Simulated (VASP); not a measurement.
# In (Pm-3n) in VASP: further runs

The runs below take In through single point, with r2SCAN.

Program: VASP 6.6.1. These are calculated values, not measurements. Logs are shortened: lines on timing, memory, paths and dates and some standing lists are left out, and cuts for length are marked.

## (1) The cell of the first run

It takes space group Pm-3n (No. 223, cubic). Conventional cell: a = 5.981 Å, b = 5.981 Å, c = 5.981 Å, α = 90.00°, β = 90.00°, γ = 90.00°. In (site symmetry m-3) has 12 In at 3.34 Å within 4.4 Å. In (site symmetry -4m2) has 14 In at 2.99 to 3.66 Å within 3.9 Å.

## (2) Single point, r2SCAN

POSCAR

```
In
1.0
    5.9813309806      0.0000000000      0.0000000000
    0.0000000000      5.9813309806      0.0000000000
    0.0000000000      0.0000000000      5.9813309806
In
8
Direct
    0.5000000000      0.5000000000      0.5000000000
    0.0000000000      0.0000000000      0.0000000000
    0.2500000000      0.0000000000      0.5000000000
    0.5000000000      0.2500000000      0.0000000000
    0.5000000000      0.7500000000      0.0000000000
    0.7500000000      0.0000000000      0.5000000000
    0.0000000000      0.5000000000      0.7500000000
    0.0000000000      0.5000000000      0.2500000000
```

INCAR.step1

```
SYSTEM = In
PREC = Accurate
ENCUT = 550
ISMEAR = 0
SIGMA = 0.1
LREAL = .FALSE.
LASPH = .TRUE.
NELM = 120
NBANDS = 62
GGA = PE
ALGO = Normal
EDIFF = 1E-5
LWAVE = .TRUE.
LCHARG = .FALSE.
GGA_COMPAT = .FALSE.
```

INCAR.step2

```
SYSTEM = In
PREC = Accurate
ENCUT = 550
EDIFF = 1E-6
ISMEAR = 0
SIGMA = 0.1
LREAL = .FALSE.
LASPH = .TRUE.
NELM = 120
ALGO = Normal
ISIF = 2
LWAVE = .FALSE.
LCHARG = .FALSE.
METAGGA = R2SCAN
LMIXTAU = .TRUE.
NBANDS = 62
ISTART = 1
GGA_COMPAT = .FALSE.
```

KPOINTS

```
regular mesh
0
G
  4 4 4
  0 0 0
```

Potentials or basis: VASP PAW PBE potentials, release 64 (In_d).

Started as:

```
$ cat potpaw_PBE.64/In_d/POTCAR > POTCAR
$ cp INCAR.step1 INCAR
$ mpirun -np 1 vasp_std > vasp.out
$ cp INCAR.step2 INCAR
$ mpirun -np 1 vasp_std > vasp.out
```

OUTCAR:

```text
SYSTEM = In
   PREC = Accurate
   ENCUT = 550
   EDIFF = 1E-6
   ISMEAR = 0
   LREAL = .FALSE.
   LASPH = .TRUE.
   NELM = 120
   ISIF = 2
   METAGGA = R2SCAN
   ISTART = 1

 ion  position               nearest neighbor table
   1  0.500  0.500  0.500-   3 3.34   4 3.34   5 3.34   6 3.34   7 3.34   8 3.34   4 3.34   5 3.34
                             3 3.34   6 3.34   7 3.34   8 3.34
   2  0.000  0.000  0.000-   3 3.34   4 3.34   5 3.34   6 3.34   7 3.34   8 3.34   3 3.34   6 3.34
                             7 3.34   8 3.34   4 3.34   5 3.34
   3  0.250  0.000  0.500-   6 2.99   6 2.99   1 3.34   2 3.34   1 3.34   2 3.34   8 3.66   7 3.66
                             8 3.66   7 3.66   4 3.66   5 3.66   4 3.66   5 3.66
   4  0.500  0.250  0.000-   5 2.99   5 2.99   1 3.34   1 3.34   2 3.34   2 3.34   8 3.66   7 3.66
                             7 3.66   8 3.66   6 3.66   3 3.66   3 3.66   6 3.66
   5  0.500  0.750  0.000-   4 2.99   4 2.99   1 3.34   1 3.34   2 3.34   2 3.34   8 3.66   7 3.66
                             7 3.66   8 3.66   6 3.66   3 3.66   3 3.66   6 3.66
   6  0.750  0.000  0.500-   3 2.99   3 2.99   1 3.34   2 3.34   1 3.34   2 3.34   8 3.66   7 3.66
                             8 3.66   7 3.66   5 3.66   4 3.66   4 3.66   5 3.66
   7  0.000  0.500  0.750-   8 2.99   8 2.99   1 3.34   2 3.34   2 3.34   1 3.34   3 3.66   4 3.66
                             5 3.66   3 3.66   6 3.66   6 3.66   4 3.66   5 3.66
   8  0.000  0.500  0.250-   7 2.99   7 2.99   1 3.34   2 3.34   2 3.34   1 3.34   3 3.66   4 3.66
                             5 3.66   3 3.66   6 3.66   6 3.66   4 3.66   5 3.66

  LATTYP: Found a simple cubic cell.
 ALAT       =     5.9813309806

  Lattice vectors:

 A1 = (   5.9813309806,   0.0000000000,   0.0000000000)
 A2 = (   0.0000000000,   5.9813309806,   0.0000000000)
 A3 = (   0.0000000000,   0.0000000000,   5.9813309806)

Analysis of symmetry for initial positions (statically):
=====================================================================
 Subroutine PRICEL returns:
 Original cell was already a primitive cell.

 Routine SETGRP: Setting up the symmetry group for a
 simple cubic supercell.

 Subroutine GETGRP returns: Found 48 space group operations
 (whereof 24 operations were pure point group operations)
 out of a pool of 48 trial point group operations.

The static configuration has the point symmetry T_h .
 The point group associated with its full space group is O_h .

Analysis of symmetry for dynamics (positions and initial velocities):
=====================================================================
 Subroutine PRICEL returns:
 Original cell was already a primitive cell.

 Routine SETGRP: Setting up the symmetry group for a
 simple cubic supercell.

 Subroutine GETGRP returns: Found 48 space group operations
 (whereof 24 operations were pure point group operations)
 out of a pool of 48 trial point group operations.

The dynamic configuration has the point symmetry T_h .
 The point group associated with its full space group is O_h .

 Subroutine INISYM returns: Found 48 space group operations
 (whereof 24 operations are pure point group operations),
 and found     1 'primitive' translations

----------------------------------------------------------------------------------------

                                     Primitive cell

  volume of cell :     213.9900

  direct lattice vectors                    reciprocal lattice vectors
     5.981330981  0.000000000  0.000000000     0.167186869  0.000000000  0.000000000
     0.000000000  5.981330981  0.000000000     0.000000000  0.167186869  0.000000000
     0.000000000  0.000000000  5.981330981     0.000000000  0.000000000  0.167186869

  length of vectors
     5.981330981  5.981330981  5.981330981     0.167186869  0.167186869  0.167186869

  position of ions in fractional coordinates (direct lattice)
     0.500000000  0.500000000  0.500000000
     0.000000000  0.000000000  0.000000000
     0.250000000  0.000000000  0.500000000
     0.500000000  0.250000000  0.000000000
     0.500000000  0.750000000  0.000000000
     0.750000000  0.000000000  0.500000000
     0.000000000  0.500000000  0.750000000
     0.000000000  0.500000000  0.250000000

  ion indices of the primitive-cell ions
   primitive index   ion index
                 1           1
                 2           2
                 3           3
                 4           4
                 5           5
                 6           6
                 7           7
                 8           8

----------------------------------------------------------------------------------------

 KPOINTS: regular mesh

Automatic generation of k-mesh.
 Grid dimensions read from file:
 generate k-points for:    4    4    4

 Generating k-lattice:

  Cartesian coordinates                     Fractional coordinates (reciprocal lattice)
     0.041796717  0.000000000  0.000000000     0.250000000  0.000000000  0.000000000
     0.000000000  0.041796717  0.000000000     0.000000000  0.250000000  0.000000000
     0.000000000  0.000000000  0.041796717     0.000000000  0.000000000  0.250000000

  Length of vectors
     0.041796717  0.041796717  0.041796717

  Shift w.r.t. Gamma in fractional coordinates (k-lattice)
     0.000000000  0.000000000  0.000000000

 Subroutine IBZKPT returns following result:
 ===========================================

 Found     10 irreducible k-points:

 Following reciprocal coordinates:
            Coordinates               Weight
  0.000000  0.000000  0.000000      1.000000
  0.250000  0.000000  0.000000      6.000000
  0.500000  0.000000  0.000000      3.000000
  0.250000  0.250000  0.000000     12.000000
  0.500000  0.250000  0.000000     12.000000
  0.500000  0.500000  0.000000      3.000000
  0.250000  0.250000  0.250000      8.000000
  0.500000  0.250000  0.250000     12.000000
  0.500000  0.500000  0.250000      6.000000
  0.500000  0.500000  0.500000      1.000000
   k-points           NKPTS =     10   k-points in BZ     NKDIM =     10   number of bands    NBANDS=     62
   number of dos      NEDOS =    301   number of ions     NIONS =      8
   total plane-waves  NPLWV = 110592
   dimension x,y,z NGX =    48 NGY =   48 NGZ =   48
   dimension x,y,z NGXF=    96 NGYF=   96 NGZF=   96
   ions per type =               8
   NGX,Y,Z   is equivalent  to a cutoff of  13.34, 13.34, 13.34 a.u.
   NGXF,Y,Z  is equivalent  to a cutoff of  26.68, 26.68, 26.68 a.u.
 SYSTEM =  In
   PREC   = accura    normal or accurate (medium, high low for compatibility)
   ISTART =      1    job   : 0-new  1-cont  2-samecut
   ICHARG =      0    charge: 1-file 2-atom 10-const
   ISPIN  =      1    spin polarized calculation?
   LNONCOLLINEAR =      F non collinear calculations
   LSORBIT =      F    spin-orbit coupling
   LASPH  =      T    aspherical Exc in radial PAW
   ENCUT  =  550.0 eV  40.42 Ry    6.36 a.u.  11.44 11.44 11.44*2*pi/ulx,y,z
   NELM   =    120;   NELMIN=  2; NELMDL=  0     # of ELM steps
   EDIFF  = 0.1E-05   stopping-criterion for ELM
   LREAL  =      F    real-space projection
   EDIFFG = 0.1E-04   stopping-criterion for IOM
   NSW    =      0    number of steps for IOM
   IBRION =     -1    ionic relax: 0-MD 1-quasi-New 2-CG
   NFREE  =      0    steps in history (QN), initial steepest desc. (CG)
   ISIF   =      2    stress and relaxation
   ISYM   =      2    0-nonsym 1-usesym 2-fastsym
   POTIM  = 0.5000    time-step for ionic-motion
   TEBEG  =    0.0;   TEEND  =   0.0 temperature during run
   PSTRESS=    0.0 pullay stress
   NELECT =     104.0000    total number of electrons
   NUPDOWN=      -1.0000    fix difference up-down
   EMIN   =  10.00;   EMAX   =-10.00  energy-range for DOS
   EFERMI =   0.00;   METHOD = LEGACY
   ISMEAR =     0;   SIGMA  =   0.10  broadening in eV -4-tet -1-fermi 0-gaus
   EFERMI_NEDOS =   21; number of points for ismear=-14 and -15
   IALGO  =     38    algorithm
   IMIX   =      4    mixing-type and parameters
     AMIX     =   0.40;   BMIX     =  1.00
     AMIX_MAG =   1.60;   BMIX_MAG =  1.00
  volume/ion in A,a.u.               =      26.75       180.51
  Fermi-wavevector in a.u.,A,eV,Ry     =   1.287127  2.432318 22.540721  1.656696
  Thomas-Fermi vector in A             =   2.419160
   LORBIT       =      0    0 simple, 1 ext, 2 COOP (PROOUT), +10 PAW based schemes
   METAGGA = R2SCAN    functional components
   LHFCALC =     F    Hartree Fock is set to
   AEXX    =    0.0000 exact exchange contribution
   IVDW    =     0    specifies the selected vdW correction
   LEPSILON=     F    determine dielectric tensor
   LRPA    =     F    only Hartree local field effects (RPA)
 non-spin polarized calculation
 Gauss-broadening in eV      SIGMA  =   0.10
  energy-cutoff  :      550.00
  volume of cell :      213.99
 maximum number of plane-waves:      6302
 NGX is ok and might be reduce to    48
   NGX = 23   NGY = 23   NGZ = 23

 number of electron     104.0000088 magnetization

 Free energy of the ion-electron system (eV)
  ---------------------------------------------------
  ext. energy  EPLUGINS =         0.00000000
  ---------------------------------------------------
  free energy    TOTEN  =      -180.47262462 eV

  energy without entropy =     -180.44696676  energy(sigma->0) =     -180.45979569

 E-fermi :   7.3029     XC(G=0): -10.9386

 val. band max:        7.2987696981   @ k =   0.0000   0.0000   0.0000
 cond. band min:       7.3096889115   @ k =   0.5000   0.2500   0.0000
 fundamental gap:      0.0109192134
 Fermi energy:         7.3029184282

 k-point     1 :       0.0000    0.0000    0.0000
  band No.  band energies     occupation
      1      -8.2783      2.00000
      2      -8.2767      2.00000
      3      -8.2767      2.00000
      4      -8.0797      2.00000
      5      -8.0797      2.00000
      6      -8.0797      2.00000
[... 54 lines left out ...]
     61      11.7681      0.00000
     62      11.7681      0.00000

 k-point     2 :       0.2500    0.0000    0.0000
  band No.  band energies     occupation
      1      -8.2748      2.00000
      2      -8.2742      2.00000
      3      -8.1747      2.00000
      4      -8.1122      2.00000
      5      -8.0582      2.00000
      6      -8.0582      2.00000
[... 519 lines left out ...]
      6      -8.0254      2.00000
[... 54 lines left out ...]
     61      11.0634      0.00000
     62      11.0634      0.00000

------------------------ aborting loop because EDIFF is reached ----------------------------------------

  FORCE on cell =-STRESS in cart. coord.  units (eV):
  Direction    XX          YY          ZZ          XY          YZ          ZX
  --------------------------------------------------------------------------------------
  -------------------------------------------------------------------------------------
  Total        0.5542405      0.5542405      0.5542405     -0.0000000      0.0000000      0.0000000
  in kB        4.1496873      4.1496873      4.1496873     -0.0000000      0.0000000      0.0000000
  external PRESSURE =       4.1496873 kB  Pullay stress =       0.0000000 kB

 VOLUME and BASIS-vectors are now :
 -----------------------------------------------------------------------------
  energy-cutoff  :      550.00
  volume of cell :      213.99
      direct lattice vectors                 reciprocal lattice vectors
     5.981330981  0.000000000  0.000000000     0.167186869  0.000000000  0.000000000
     0.000000000  5.981330981  0.000000000     0.000000000  0.167186869  0.000000000
     0.000000000  0.000000000  5.981330981     0.000000000  0.000000000  0.167186869

 POSITION                                       TOTAL-FORCE (eV/Angst)
 -----------------------------------------------------------------------------------
      2.99067      2.99067      2.99067         0.000000      0.000000      0.000000
      0.00000      0.00000      0.00000         0.000000      0.000000      0.000000
      1.49533      0.00000      2.99067        -0.000000     -0.000000     -0.000000
      2.99067      1.49533      0.00000        -0.000000      0.000000     -0.000000
      2.99067      4.48600      0.00000         0.000000      0.000000      0.000000
      4.48600      0.00000      2.99067         0.000000     -0.000000     -0.000000
      0.00000      2.99067      4.48600        -0.000000     -0.000000      0.000000
      0.00000      2.99067      1.49533        -0.000000      0.000000     -0.000000
 -----------------------------------------------------------------------------------
    total drift:                                0.000000     -0.000000      0.000000

  FREE ENERGIE OF THE ION-ELECTRON SYSTEM (eV)
  ---------------------------------------------------
  free  energy   TOTEN  =      -180.4726246249 eV

  energy  without entropy=     -180.4469667629  energy(sigma->0) =     -180.45979569
```

Wall time 4.5 min (1 thread of Intel Xeon 6975P-C (Granite Rapids), shared host); peak memory 0.4 GiB.

Results:

```yaml
Free_energy: -180.4726 eV
Pressure: 0.4 GPa
Band_gap_on_the_k_mesh: zero (bands 52 and 53 overlap by 3.25 eV)
```

Caveat: the PAW data sets were made with another functional, which shifts forces and pressure a little; spin-orbit coupling is left out, which moves the levels of the heavy elements.

## (3) Single point, r2SCAN

This run uses another cell than the first one, of 27.07 Å³/atom.

POSCAR: that of step 2 with these lines changed.

```diff
@@ -2,5 +2,5 @@
 1.0
-    5.9813309806      0.0000000000      0.0000000000
-    0.0000000000      5.9813309806      0.0000000000
-    0.0000000000      0.0000000000      5.9813309806
+    6.0049685695      0.0000000000      0.0000000000
+    0.0000000000      6.0049685695      0.0000000000
+    0.0000000000      0.0000000000      6.0049685695
 In
```

INCAR.step1

```
SYSTEM = In
PREC     = Accurate       ! precision mode
ENCUT    = 550            ! plane-wave cutoff, eV
ISMEAR   = 0              ! smearing method
SIGMA    = 0.1            ! smearing width, eV
LREAL    = .False.        ! projectors in reciprocal space
LASPH    = .True.         ! aspherical terms in the spheres
NELM     = 120            ! most SCF steps
NBANDS   = 62             ! bands
GGA      = PE             ! functional
ALGO     = Normal         ! electronic algorithm
EDIFF    = 1E-5           ! SCF threshold, eV
LWAVE    = .True.         ! write WAVECAR
LCHARG   = .False.        ! write CHGCAR
GGA_COMPAT= .False.
```

INCAR.step2

```
SYSTEM = In
PREC     = Accurate       ! precision mode
ENCUT    = 550            ! plane-wave cutoff, eV
EDIFF    = 1E-6           ! SCF threshold, eV
ISMEAR   = 0              ! smearing method
SIGMA    = 0.1            ! smearing width, eV
LREAL    = .False.        ! projectors in reciprocal space
LASPH    = .True.         ! aspherical terms in the spheres
NELM     = 120            ! most SCF steps
ALGO     = Normal         ! electronic algorithm
ISIF     = 2              ! what is computed and relaxed
LWAVE    = .False.        ! write WAVECAR
LCHARG   = .True.         ! write CHGCAR
METAGGA  = R2SCAN         ! meta-GGA
LMIXTAU  = .True.       
LELF     = .True.         ! ELF
LVHAR    = .True.       
NBANDS   = 62             ! bands
ISTART   = 1            
GGA_COMPAT= .False.
```

KPOINTS

```
regular mesh
0
Gamma
  6 6 6
  0 0 0
```

Potentials or basis: VASP PAW PBE potentials, release 64 (In_d).

Started as:

```
$ cat potpaw_PBE.64/In_d/POTCAR > POTCAR
$ cp INCAR.step1 INCAR
$ mpirun -np 1 vasp_std > vasp.out
$ cp INCAR.step2 INCAR
$ mpirun -np 1 vasp_std > vasp.out
```

Run time: 16 min. Hardware: 1 thread of AMD EPYC 9R45 (Zen 5), shared host; peak memory 0.45 GiB.

Results (log left out):

| Quantity | Value |
| --- | --- |
| Free energy | -180.2099 eV |
| Pressure | 0.0 GPa |
| Band gap on the k mesh | zero (bands 52 and 53 overlap by 3.08 eV) |

Levels at points of the mesh, in eV from the Fermi level:
| k point | band 49 | band 50 | band 51 | band 52 | band 53 | band 54 | band 55 | band 56 |
| --- | --- | --- | --- | --- | --- | --- | --- | --- |
| (0.00, 0.00, 0.00) | -1.11 | -1.11 | -0.32 | -0.32 | -0.32 | 0.10 | 0.10 | 0.10 |
| (0.50, 0.00, 0.00) | -2.85 | -2.85 | -0.13 | -0.13 | 0.53 | 0.53 | 1.33 | 1.33 |
| (0.50, 0.50, 0.00) | -2.41 | -1.88 | -1.88 | -1.10 | 1.82 | 1.83 | 2.41 | 2.41 |
| (0.50, 0.50, 0.50) | 2.56 | 2.56 | 2.56 | 2.56 | 2.56 | 2.56 | 3.16 | 3.16 |

Caveat: the PAW data sets were made with another functional, which shifts forces and pressure a little; spin-orbit coupling is left out, which moves the levels of the heavy elements.
